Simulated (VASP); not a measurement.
Runs of VASP 6.6.1 on Ta. The structure is that of space group I4/mmm (No. 139), or close to it. The cells are those of the table. 

| cell | gap on the mesh (eV) | pressure (GPa) |
| --- | --- | --- |
| a = 2.757 Å, angles 106.4, 106.4, 115.8°, 1 atom | none | 33.2 |
| a = 2.933 Å, angles 111.5, 111.5, 105.5°, 1 atom | none | (a) |
| a = 2.790 Å, angles 107.4, 107.4, 113.6°, 1 atom | none | 20.4 |
| a = 2.725 Å, angles 105.4, 105.4, 118.0°, 1 atom | none | 49.5 |

Alike in all rows: task single point; level r2SCAN; potentials or basis VASP PAW PBE potentials, release 64 (Ta_pv); no spin polarisation; k mesh 20 × 20 × 20; cutoff (eV) 520; smearing gaussian 0.15 eV.

Problem. Estimate the missing entries.

Solution. (a) -11.5.

Caveats: the PAW data sets were made with another functional, which shifts forces and pressure a little; spin-orbit coupling is left out, which moves the levels of the heavy elements; the cell stands under pressure (at least some runs); the cell stands under tension (at least some runs).

A k mesh can miss the band edges, and the runs leave out spin-orbit coupling on Ta.

A gap of «none» marks levels without a gap at the run's occupations.
